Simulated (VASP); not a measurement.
Runs of VASP 6.6.1 on Co. The structure is that of space group P6_3/mmc (No. 194), or close to it. The cells are those of the table. 

```tsv
fixed moment (μB)	cell	pressure (GPa)	moment (μB)
2.2	a = 2.265, b = 2.265, c = 3.664 Å, angles 90.0, 90.0, 120.0°, 2 atoms	(a)	2.20
3.85	a = 2.346, b = 2.346, c = 3.795 Å, angles 90.0, 90.0, 120.0°, 2 atoms	71.9	3.85
1.1	a = 2.561, b = 2.561, c = 4.141 Å, angles 90.0, 90.0, 120.0°, 2 atoms	-23.0	1.10
1.1	a = 2.346, b = 2.346, c = 3.795 Å, angles 90.0, 90.0, 120.0°, 2 atoms	(b)	1.10
4.4	a = 2.265, b = 2.265, c = 3.664 Å, angles 90.0, 90.0, 120.0°, 2 atoms	154.6	4.40
```

Alike in all rows: task single point; level PBE; potentials or basis VASP PAW PBE potentials, release 64 (Co); spin collinear, ferromagnetic start; k mesh 24 × 24 × 12; cutoff (eV) 520; smearing gaussian 0.15 eV.

**Question.** Fill in the values left out.

**Answer.** (a) 113.1; (b) 46.3.

Caveats: the total moment is fixed, so each spin has its own Fermi level; the cell stands under pressure (at least some runs); the cell stands under tension (at least some runs).
